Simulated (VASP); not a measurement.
SnSe, 2 atoms in the cell. Symmetry: Fm-3m, No. 225, cubic system. Conventional cell: a = 6.020 Å, b = 6.020 Å, c = 6.020 Å, α = 90.00°, β = 90.00°, γ = 90.00°. Sn (site symmetry m-3m) has 6 Se at 3.01 Å within 4.0 Å. Within 4.0 Å of Se (site symmetry m-3m) lie 6 Sn at 3.01 Å. 

| Item | Value |
| --- | --- |
| Program | VASP 6.6.1 |
| Task | relaxation of cell and atoms |
| Functional | PBE |
| Potentials or basis | VASP PAW PBE potentials, release 64 (Sn_d, Se) |
| Cutoff | 600 eV |
| k mesh | 8 × 8 × 8 |
| Occupations | fermi-dirac, width 0.05 eV |
| Spin | no spin polarisation |
| Dipole correction | no |
| Further INCAR settings | ALGO = Normal; EDIFF = 1e-06; IBRION = 2; EDIFFG = -0.01; NSW = 60; ISIF = 3 |

Potentials or basis: VASP PAW PBE potentials, release 64 (Sn_d, Se).

Run with:

```console
$ cat potpaw_PBE.64/Sn_d/POTCAR potpaw_PBE.64/Se/POTCAR > POTCAR
$ mpirun -np 1 vasp_std > vasp.out
```

Hardware: 1 thread of AMD EPYC 7R43 64-Core Processor (Zen 3), on a shared host.

How long does it take, and how much memory?

It took 61 s on 1 thread of AMD EPYC 7R43 64-Core Processor (Zen 3), with other jobs on the host, peak memory 0.19 GiB. Counts: scf iterations 24, k points 29, ion steps 3.
